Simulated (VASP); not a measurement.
Set up this calculation in VASP 6.6.1, as the native input.

- Task: single point
- Functional: PBE
- Potentials or basis: VASP PAW PBE potentials, release 64 (Zn, Se)
- Cutoff: 520 eV
- k mesh: 13 × 13 × 13
- Occupations: fermi-dirac, width 0.02 eV
- Spin: no spin polarisation
- Dipole correction: no
- Further INCAR settings: ALGO = Normal; EDIFF = 1e-06; NBANDS = 16

The structure of ZnSe (Stilleite) lies in POSCAR:

```
ZnSe
1.0
    0.0000000000      2.8338000000      2.7487860000
    2.8338000000      0.0000000000      2.7487860000
    2.8338000000      2.8338000000      0.0000000000
Zn Se
1 1
Direct
    0.0000000000      0.0000000000      0.0000000000
    0.2500000000      0.2500000000      0.2500000000
```

This cell differs from its parent crystal: z stretched by -3 %, then relaxed in part.

These files were run (other wordings do the same):

INCAR

```
ALGO = Normal ; EDIFF = 1E-6
ENCUT = 520 ; GGA = PE
ISIF = 2 ; ISMEAR = -1
LASPH = True ; LCHARG = True
LELF = True ; LREAL = False
LVHAR = True ; LWAVE = False
NBANDS = 16 ; NELM = 60
PREC = Accurate ; SIGMA = 0.02
```

KPOINTS

```
k-points
0
Gamma
  13 13 13
```

Potentials or basis: VASP PAW PBE potentials, release 64 (Zn, Se).

Launch:

```bash
$ cat potpaw_PBE.64/Zn/POTCAR potpaw_PBE.64/Se/POTCAR > POTCAR
$ mpirun -np 1 vasp_std > vasp.out
```

Results of the run:

| Item | Value |
| --- | --- |
| Pressure | 4.5 GPa |
| Band gap on the k mesh | 1.34 eV, direct |

Caveat: the cell differs from its parent crystal (z stretched by -3 %, then relaxed in part).

Wall time 53 s on 1 thread of Intel(R) Xeon(R) 6975P-C (Granite Rapids) (shared host), peak memory 0.27 GiB.
